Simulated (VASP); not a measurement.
A run of VASP 6.6.1:

The input INCAR:

```
PREC = Accurate ; ENCUT = 520
EDIFF = 1E-6 ; ISMEAR = 0
SIGMA = 0.1 ; LREAL = False
LASPH = True ; NELM = 100
ALGO = Normal ; ISIF = 2
LWAVE = False ; LCHARG = False
GGA = PE ; NBANDS = 38
```

Contents of KPOINTS:

```
regular mesh
0
Gamma
  8 8 8
```

The input POSCAR:

```
KB6Rh2
1.0
    0.0000000000      4.0989132035      4.0989132035
    4.0989132035      0.0000000000      4.0989132035
    4.0989132035      4.0989132035      0.0000000000
K B Rh
1 6 2
Direct
    0.5000000000      0.5000000000      0.5000000000
    0.5000000000      0.0000000000      0.0000000000
    0.0000000000      0.5000000000      0.5000000000
    0.0000000000      0.5000000000      0.0000000000
    0.5000000000      0.0000000000      0.5000000000
    0.0000000000      0.0000000000      0.5000000000
    0.5000000000      0.5000000000      0.0000000000
    0.2500000000      0.2500000000      0.2500000000
    0.7500000000      0.7500000000      0.7500000000
```

Potentials or basis: VASP PAW PBE potentials, release 64 (K_sv, B, Rh_pv).

The run is started by

```console
$ cat potpaw_PBE.64/K_sv/POTCAR potpaw_PBE.64/B/POTCAR potpaw_PBE.64/Rh_pv/POTCAR > POTCAR
$ mpirun -np 1 vasp_std > vasp.out
```

Hardware: 1 thread of Intel(R) Xeon(R) Platinum 8488C (Sapphire Rapids), with other jobs on the host.

Question: Estimate the wall time of this run.

Answer: It took 2 min on 1 thread of Intel(R) Xeon(R) Platinum 8488C (Sapphire Rapids), on a shared host, peak memory 0.39 GiB. Counts: scf iterations 15, k points 29.
